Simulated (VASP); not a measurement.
# Zr (Im-3m) in VASP: a series of runs

Runs on Zr. Level: LDA. Tasks: electric field gradients.

Everything below comes from runs of VASP 6.6.1. Logs are shortened: lines on timing, memory, paths and dates and some standing lists are left out, and cuts for length are marked.

## 1. The cell of the first run

It takes space group Im-3m (No. 229, cubic). The conventional cell has a = 3.644 Å, b = 3.644 Å, c = 3.644 Å, α = 90.00°, β = 90.00°, γ = 90.00°. Zr (site symmetry m-3m) has 14 Zr at 3.16 to 3.64 Å within 4.2 Å.

## 2. Electric field gradients, LDA (volume scaled by 1.02)

File INCAR:

```
PREC = Accurate
ENCUT = 520
EDIFF = 1E-8
ISMEAR = -1
SIGMA = 0.03
LREAL = False
LASPH = True
NELM = 80
ALGO = Normal
ISIF = 2
LWAVE = False
LCHARG = False
GGA = CA
LEFG = True
NBANDS = 12
```

File KPOINTS:

```
Automatic mesh
0
Gamma
  16 16 16
```

File POSCAR:

```
Zr
1.0
   -1.8219871043      1.8219871043      1.8219871043
    1.8219871043     -1.8219871043      1.8219871043
    1.8219871043      1.8219871043     -1.8219871043
Zr
1
Direct
    0.0000000000      0.0000000000      0.0000000000
```

Potentials or basis: VASP PAW LDA potentials, release 64 (Zr_sv).

Run with:

```console
cat potpaw_LDA.64/Zr_sv/POTCAR > POTCAR
mpirun -np 1 vasp_std > vasp.out
```

OUTCAR:

```text
PREC = Accurate
   ENCUT = 520
   EDIFF = 1E-8
   ISMEAR = -1
   LREAL = False
   LASPH = True
   NELM = 80
   ISIF = 2
   GGA = CA

 ion  position               nearest neighbor table
   1  0.000  0.000  0.000-

  LATTYP: Found a body centered cubic cell.
 ALAT       =     3.6439742086

  Lattice vectors:

 A1 = (  -1.8219871043,   1.8219871043,   1.8219871043)
 A2 = (   1.8219871043,  -1.8219871043,   1.8219871043)
 A3 = (   1.8219871043,   1.8219871043,  -1.8219871043)

Analysis of symmetry for initial positions (statically):
=====================================================================
 Subroutine PRICEL returns:
 Original cell was already a primitive cell.

 Routine SETGRP: Setting up the symmetry group for a
 body centered cubic supercell.

 Subroutine GETGRP returns: Found 48 space group operations
 (whereof 48 operations were pure point group operations)
 out of a pool of 48 trial point group operations.

The static configuration has the point symmetry O_h .

Analysis of symmetry for dynamics (positions and initial velocities):
=====================================================================
 Subroutine PRICEL returns:
 Original cell was already a primitive cell.

 Routine SETGRP: Setting up the symmetry group for a
 body centered cubic supercell.

 Subroutine GETGRP returns: Found 48 space group operations
 (whereof 48 operations were pure point group operations)
 out of a pool of 48 trial point group operations.

The dynamic configuration has the point symmetry O_h .

 Subroutine INISYM returns: Found 48 space group operations
 (whereof 48 operations are pure point group operations),
 and found     1 'primitive' translations

----------------------------------------------------------------------------------------

                                     Primitive cell

  volume of cell :      24.1933

  direct lattice vectors                    reciprocal lattice vectors
    -1.821987104  1.821987104  1.821987104     0.000000000  0.274425653  0.274425653
     1.821987104 -1.821987104  1.821987104     0.274425653  0.000000000  0.274425653
     1.821987104  1.821987104 -1.821987104     0.274425653  0.274425653  0.000000000

  length of vectors
     3.155774235  3.155774235  3.155774235     0.388096480  0.388096480  0.388096480

  position of ions in fractional coordinates (direct lattice)
     0.000000000  0.000000000  0.000000000

  ion indices of the primitive-cell ions
   primitive index   ion index
                 1           1

----------------------------------------------------------------------------------------

 KPOINTS: Automatic mesh

Automatic generation of k-mesh.
 Grid dimensions read from file:
 generate k-points for:   16   16   16

 Generating k-lattice:

  Cartesian coordinates                     Fractional coordinates (reciprocal lattice)
     0.000000000  0.017151603  0.017151603     0.062500000  0.000000000  0.000000000
     0.017151603  0.000000000  0.017151603     0.000000000  0.062500000  0.000000000
     0.017151603  0.017151603  0.000000000     0.000000000  0.000000000  0.062500000

  Length of vectors
     0.024256030  0.024256030  0.024256030

  Shift w.r.t. Gamma in fractional coordinates (k-lattice)
     0.000000000  0.000000000  0.000000000

 Subroutine IBZKPT returns following result:
 ===========================================

 Found    145 irreducible k-points:

 Following reciprocal coordinates:
            Coordinates               Weight
  0.000000  0.000000  0.000000      1.000000
  0.062500  0.000000  0.000000     12.000000
  0.125000  0.000000  0.000000     12.000000
  0.187500  0.000000  0.000000     12.000000
  0.250000  0.000000  0.000000     12.000000
  0.312500  0.000000  0.000000     12.000000
[... 16 lines left out ...]
  0.187500  0.187500  0.000000     24.000000
  0.250000  0.187500  0.000000     48.000000
 [... further k-points ...]
   k-points           NKPTS =    145   k-points in BZ     NKDIM =    145   number of bands    NBANDS=     12
   number of dos      NEDOS =    301   number of ions     NIONS =      1
   total plane-waves  NPLWV =  13824
   dimension x,y,z NGX =    24 NGY =   24 NGZ =   24
   dimension x,y,z NGXF=    48 NGYF=   48 NGZF=   48
   ions per type =               1
   NGX,Y,Z   is equivalent  to a cutoff of  12.64, 12.64, 12.64 a.u.
   NGXF,Y,Z  is equivalent  to a cutoff of  25.29, 25.29, 25.29 a.u.
 SYSTEM =  unknown system
   PREC   = accura    normal or accurate (medium, high low for compatibility)
   ISTART =      0    job   : 0-new  1-cont  2-samecut
   ICHARG =      2    charge: 1-file 2-atom 10-const
   ISPIN  =      1    spin polarized calculation?
   LNONCOLLINEAR =      F non collinear calculations
   LSORBIT =      F    spin-orbit coupling
   LASPH  =      T    aspherical Exc in radial PAW
   ENCUT  =  520.0 eV  38.22 Ry    6.18 a.u.   5.87  5.87  5.87*2*pi/ulx,y,z
   NELM   =     80;   NELMIN=  2; NELMDL= -5     # of ELM steps
   EDIFF  = 0.1E-07   stopping-criterion for ELM
   LREAL  =      F    real-space projection
   EDIFFG = 0.1E-06   stopping-criterion for IOM
   NSW    =      0    number of steps for IOM
   IBRION =     -1    ionic relax: 0-MD 1-quasi-New 2-CG
   NFREE  =      0    steps in history (QN), initial steepest desc. (CG)
   ISIF   =      2    stress and relaxation
   ISYM   =      2    0-nonsym 1-usesym 2-fastsym
   POTIM  = 0.5000    time-step for ionic-motion
   TEBEG  =    0.0;   TEEND  =   0.0 temperature during run
   PSTRESS=    0.0 pullay stress
   NELECT =      12.0000    total number of electrons
   NUPDOWN=      -1.0000    fix difference up-down
   EMIN   =  10.00;   EMAX   =-10.00  energy-range for DOS
   EFERMI =   0.00;   METHOD = LEGACY
   ISMEAR =    -1;   SIGMA  =   0.03  broadening in eV -4-tet -1-fermi 0-gaus
   EFERMI_NEDOS =   21; number of points for ismear=-14 and -15
   IALGO  =     38    algorithm
   IMIX   =      4    mixing-type and parameters
     AMIX     =   0.40;   BMIX     =  1.00
     AMIX_MAG =   1.60;   BMIX_MAG =  1.00
  volume/ion in A,a.u.               =      24.19       163.26
  Fermi-wavevector in a.u.,A,eV,Ry     =   1.295895  2.448887 22.848875  1.679345
  Thomas-Fermi vector in A             =   2.427386
   LORBIT       =      0    0 simple, 1 ext, 2 COOP (PROOUT), +10 PAW based schemes
   GGA     = CA    functional components
   LHFCALC =     F    Hartree Fock is set to
   AEXX    =    0.0000 exact exchange contribution
   IVDW    =     0    specifies the selected vdW correction
   LEPSILON=     F    determine dielectric tensor
   LRPA    =     F    only Hartree local field effects (RPA)
 non-spin polarized calculation
  energy-cutoff  :      520.00
  volume of cell :       24.19
 maximum number of plane-waves:       682
   NGX = 11   NGY = 11   NGZ = 11

 number of electron      12.0000000 magnetization

 Free energy of the ion-electron system (eV)
  ---------------------------------------------------
  ext. energy  EPLUGINS =         0.00000000
  ---------------------------------------------------
  free energy    TOTEN  =        -9.13738391 eV

  energy without entropy =       -9.13094953  energy(sigma->0) =       -9.13416672

 E-fermi :   8.0977     XC(G=0): -11.1162

 val. band max:        8.0925673497   @ k =   0.3125   0.2500   0.0625
 cond. band min:       8.1093188890   @ k =   0.2500   0.1875   0.0000
 fundamental gap:      0.0167515393
 Fermi energy:         8.0976603837

 k-point     1 :       0.0000    0.0000    0.0000
  band No.  band energies     occupation
      1     -40.2032      2.00000
      2     -17.9026      2.00000
      3     -17.9026      2.00000
      4     -17.9026      2.00000
      5       2.8145      2.00000
      6       9.1514      0.00000
      7       9.1514      0.00000
      8       9.1514      0.00000
      9      11.5355      0.00000
     10      11.5355      0.00000
     11      20.3988      0.00000
     12      20.3988      0.00000

 k-point     2 :       0.0625    0.0000    0.0000
  band No.  band energies     occupation
      1     -40.1983      2.00000
      2     -17.9380      2.00000
      3     -17.9136      2.00000
      4     -17.9029      2.00000
      5       2.9427      2.00000
      6       9.0678      0.00000
      7       9.1256      0.00000
      8       9.2745      0.00000
      9      11.4062      0.00000
     10      11.5351      0.00000
     11      20.5084      0.00000
     12      20.6290      0.00000
[... 316 lines left out ...]
 k-point    24 :       0.2500    0.1875    0.0000
  band No.  band energies     occupation
      1     -40.0863      2.00000
      2     -18.5837      2.00000
      3     -18.1831      2.00000
      4     -17.9770      2.00000
      5       5.9208      2.00000
      6       7.6275      2.00000
      7       8.1093      0.80810
      8      11.0514      0.00000
      9      12.1327      0.00000
     10      13.4681      0.00000
     11      18.7601      0.00000
     12      20.4110      0.00000

 [... further k-points ...]
[... 5 lines left out ...]
  --------------------------------------------------------------------------------------
  -------------------------------------------------------------------------------------
  Total       -1.6237084     -1.6237084     -1.6237084      0.0000000     -0.0000000      0.0000000
  in kB     -107.5282912   -107.5282912   -107.5282912      0.0000000     -0.0000000      0.0000000
  external PRESSURE =    -107.5282912 kB  Pullay stress =       0.0000000 kB

 VOLUME and BASIS-vectors are now :
 -----------------------------------------------------------------------------
  energy-cutoff  :      520.00
  volume of cell :       24.19
      direct lattice vectors                 reciprocal lattice vectors
    -1.821987104  1.821987104  1.821987104     0.000000000  0.274425653  0.274425653
     1.821987104 -1.821987104  1.821987104     0.274425653  0.000000000  0.274425653
     1.821987104  1.821987104 -1.821987104     0.274425653  0.274425653  0.000000000

 POSITION                                       TOTAL-FORCE (eV/Angst)
 -----------------------------------------------------------------------------------
      0.00000      0.00000      0.00000        -0.000000      0.000000     -0.000000
 -----------------------------------------------------------------------------------
    total drift:                                0.000000      0.000000      0.000000

  FREE ENERGIE OF THE ION-ELECTRON SYSTEM (eV)
  ---------------------------------------------------
  free  energy   TOTEN  =        -9.1373839105 eV

  energy  without entropy=       -9.1309495325  energy(sigma->0) =       -9.13416672

 Electric field gradients (V/A^2)
---------------------------------------------------------------------
 ion       V_xx      V_yy      V_zz      V_xy      V_xz      V_yz
---------------------------------------------------------------------
   1      -0.000    -0.000    -0.000    -0.000    -0.000    -0.000
---------------------------------------------------------------------

 Electric field gradients after diagonalization (V/A^2)
 (convention: |V_zz| > |V_xx| > |V_yy|)
----------------------------------------------------------------------
 ion       V_xx      V_yy      V_zz     asymmetry (V_yy - V_xx)/ V_zz
----------------------------------------------------------------------
   1       0.000     0.000    -0.000       0.000
----------------------------------------------------------------------

           NMR quadrupolar parameters

 Cq : quadrupolar parameter    Cq=e*Q*V_zz/h
 eta: asymmetry parameters     (V_yy - V_xx)/ V_zz
 Q  : nuclear electric quadrupole moment in mb (millibarn)
----------------------------------------------------------------------
 ion       Cq(MHz)       eta       Q (mb)
----------------------------------------------------------------------
   1      -0.000       0.000       1.000
----------------------------------------------------------------------
```

It took 31 s on 1 thread of Intel Xeon Platinum 8259CL at 2.50GHz (Skylake/Cascade Lake), shared host; peak memory 0.15 GiB.

What came out:

```yaml
Free_energy: -9.1374 eV
Pressure: -10.8 GPa
Band_gap_on_the_k_mesh: zero (band 6 reaches 9.15 eV, above the bottom of band 7 at 7.40 eV)
```

Caveat: without QUAD_EFG the Cq values of the log hold for a quadrupole moment of 1 mb, not for the nuclei.

## 3. Electric field gradients, LDA (volume scaled by 1.02)

File INCAR:

```
SYSTEM = Zr
ALGO     = Normal         ! electronic algorithm
EDIFF    = 1E-8           ! SCF threshold, eV
ENCUT    = 520            ! plane-wave cutoff, eV
ISIF     = 2              ! what is computed and relaxed
ISMEAR   = -1             ! smearing method
LASPH    = .True.         ! aspherical terms in the spheres
LCHARG   = .False.        ! write CHGCAR
LEFG     = .True.       
LREAL    = .False.        ! projectors in reciprocal space
LWAVE    = .False.        ! write WAVECAR
NBANDS   = 12             ! bands
NELM     = 60             ! most SCF steps
PREC     = Accurate       ! precision mode
SIGMA    = 0.03           ! smearing width, eV
```

File KPOINTS:

```
k-points
0
Gamma
  16 16 16
  0 0 0
```

POSCAR is that of step 2.

Potentials or basis: VASP PAW LDA potentials, release 64 (Zr_sv).

Run with:

```console
cat potpaw_LDA.64/Zr_sv/POTCAR > POTCAR
mpirun -np 1 vasp_std > vasp.out
```

OUTCAR:

```text
SYSTEM = Zr
   EDIFF = 1E-8
   ENCUT = 520
   ISIF = 2
   ISMEAR = -1
   LASPH = .True.
   LREAL = .False.
   NELM = 60
   PREC = Accurate

 ion  position               nearest neighbor table
   1  0.000  0.000  0.000-

  LATTYP: Found a body centered cubic cell.
 ALAT       =     3.6439742086

  Lattice vectors:

 A1 = (  -1.8219871043,   1.8219871043,   1.8219871043)
 A2 = (   1.8219871043,  -1.8219871043,   1.8219871043)
 A3 = (   1.8219871043,   1.8219871043,  -1.8219871043)

Analysis of symmetry for initial positions (statically):
=====================================================================
 Subroutine PRICEL returns:
 Original cell was already a primitive cell.

 Routine SETGRP: Setting up the symmetry group for a
 body centered cubic supercell.

 Subroutine GETGRP returns: Found 48 space group operations
 (whereof 48 operations were pure point group operations)
 out of a pool of 48 trial point group operations.

The static configuration has the point symmetry O_h .

Analysis of symmetry for dynamics (positions and initial velocities):
=====================================================================
 Subroutine PRICEL returns:
 Original cell was already a primitive cell.

 Routine SETGRP: Setting up the symmetry group for a
 body centered cubic supercell.

 Subroutine GETGRP returns: Found 48 space group operations
 (whereof 48 operations were pure point group operations)
 out of a pool of 48 trial point group operations.

The dynamic configuration has the point symmetry O_h .

[... 159 lines left out ...]
      8       9.1514      0.00000
      9      11.5355      0.00000
     10      11.5355      0.00000
     11      20.3988      0.00000
     12      20.3988      0.00000
[... 331 lines left out ...]
 k-point    24 :       0.2500    0.1875    0.0000
  band No.  band energies     occupation
      1     -40.0863      2.00000
      2     -18.5837      2.00000
      3     -18.1831      2.00000
      4     -17.9770      2.00000
      5       5.9208      2.00000
      6       7.6275      2.00000
      7       8.1093      0.80810
      8      11.0514      0.00000
      9      12.1327      0.00000
     10      13.4681      0.00000
     11      18.7601      0.00000
     12      20.4110      0.00000

 [... further k-points ...]

------------------------ aborting loop because EDIFF is reached ----------------------------------------

  FORCE on cell =-STRESS in cart. coord.  units (eV):
  Direction    XX          YY          ZZ          XY          YZ          ZX
  --------------------------------------------------------------------------------------
  -------------------------------------------------------------------------------------
  Total       -1.6237084     -1.6237084     -1.6237084      0.0000000     -0.0000000      0.0000000
  in kB     -107.5282912   -107.5282912   -107.5282912      0.0000000     -0.0000000      0.0000000
  external PRESSURE =    -107.5282912 kB  Pullay stress =       0.0000000 kB

 VOLUME and BASIS-vectors are now :
 -----------------------------------------------------------------------------
  energy-cutoff  :      520.00
  volume of cell :       24.19
      direct lattice vectors                 reciprocal lattice vectors
    -1.821987104  1.821987104  1.821987104     0.000000000  0.274425653  0.274425653
     1.821987104 -1.821987104  1.821987104     0.274425653  0.000000000  0.274425653
     1.821987104  1.821987104 -1.821987104     0.274425653  0.274425653  0.000000000

 POSITION                                       TOTAL-FORCE (eV/Angst)
 -----------------------------------------------------------------------------------
      0.00000      0.00000      0.00000        -0.000000      0.000000     -0.000000
 -----------------------------------------------------------------------------------
    total drift:                                0.000000      0.000000      0.000000

  FREE ENERGIE OF THE ION-ELECTRON SYSTEM (eV)
  ---------------------------------------------------
  free  energy   TOTEN  =        -9.1373839105 eV

  energy  without entropy=       -9.1309495325  energy(sigma->0) =       -9.13416672

 Electric field gradients (V/A^2)
---------------------------------------------------------------------
 ion       V_xx      V_yy      V_zz      V_xy      V_xz      V_yz
---------------------------------------------------------------------
   1      -0.000    -0.000    -0.000    -0.000    -0.000    -0.000
---------------------------------------------------------------------

 Electric field gradients after diagonalization (V/A^2)
 (convention: |V_zz| > |V_xx| > |V_yy|)
----------------------------------------------------------------------
 ion       V_xx      V_yy      V_zz     asymmetry (V_yy - V_xx)/ V_zz
----------------------------------------------------------------------
   1       0.000     0.000    -0.000       0.000
----------------------------------------------------------------------

           NMR quadrupolar parameters

 Cq : quadrupolar parameter    Cq=e*Q*V_zz/h
 eta: asymmetry parameters     (V_yy - V_xx)/ V_zz
 Q  : nuclear electric quadrupole moment in mb (millibarn)
----------------------------------------------------------------------
 ion       Cq(MHz)       eta       Q (mb)
----------------------------------------------------------------------
   1      -0.000       0.000       1.000
----------------------------------------------------------------------
```

OSZICAR:

```text
N       E                     dE             d eps       ncg     rms          rms(c)
DAV:   1     0.867147018623E+02    0.86715E+02   -0.67833E+03  3496   0.985E+02
DAV:   2    -0.644177259398E+01   -0.93156E+02   -0.90481E+02  4024   0.268E+02
DAV:   3    -0.945975090234E+01   -0.30180E+01   -0.29795E+01  5144   0.417E+01
DAV:   4    -0.952809010352E+01   -0.68339E-01   -0.68308E-01  4056   0.597E+00
DAV:   5    -0.952967627249E+01   -0.15862E-02   -0.15861E-02  4964   0.677E-01    0.951E+00
DAV:   6    -0.919863365558E+01    0.33104E+00   -0.41257E-01  3776   0.563E+00    0.364E+00
DAV:   7    -0.913657388977E+01    0.62060E-01   -0.18372E-01  4252   0.347E+00    0.621E-01
DAV:   8    -0.913737966481E+01   -0.80578E-03   -0.96473E-03  4104   0.112E+00    0.123E-01
DAV:   9    -0.913739201546E+01   -0.12351E-04   -0.38381E-04  4608   0.181E-01    0.196E-02
DAV:  10    -0.913738409817E+01    0.79173E-05   -0.19070E-05  4040   0.419E-02    0.110E-02
DAV:  11    -0.913738391629E+01    0.18188E-06   -0.12572E-06  4116   0.984E-03    0.127E-03
DAV:  12    -0.913738391047E+01    0.58219E-08   -0.44110E-08  4796   0.173E-03
   1 F= -.91373839E+01 E0= -.91341667E+01  d E =-.643438E-02
```

stdout:

```text
POSCAR found type information on POSCAR Zr
 POSCAR found :  1 types and       1 ions
 scaLAPACK will be used
 LDA part: xc-table for (Slater(with rela. corr.)+CA(PZ))
 , standard interpolation
 POSCAR, INCAR and KPOINTS ok, starting setup
 FFT: planning ... GRIDC
 FFT: planning ... GRID_SOFT
 FFT: planning ... GRID
 WAVECAR not read
 entering main loop
ion   1
```

It took 33 s on 1 thread of Intel Xeon Platinum 8259CL at 2.50GHz (Skylake/Cascade Lake), shared host; peak memory 0.15 GiB.

Results:

| Quantity | Value |
| --- | --- |
| Free energy | -9.1374 eV |
| Pressure | -10.8 GPa |
| Band gap on the k mesh | zero (band 6 reaches 9.15 eV, above the bottom of band 7 at 7.40 eV) |

Caveat: without QUAD_EFG the Cq values of the log hold for a quadrupole moment of 1 mb, not for the nuclei.

[end of part 1 of 2]
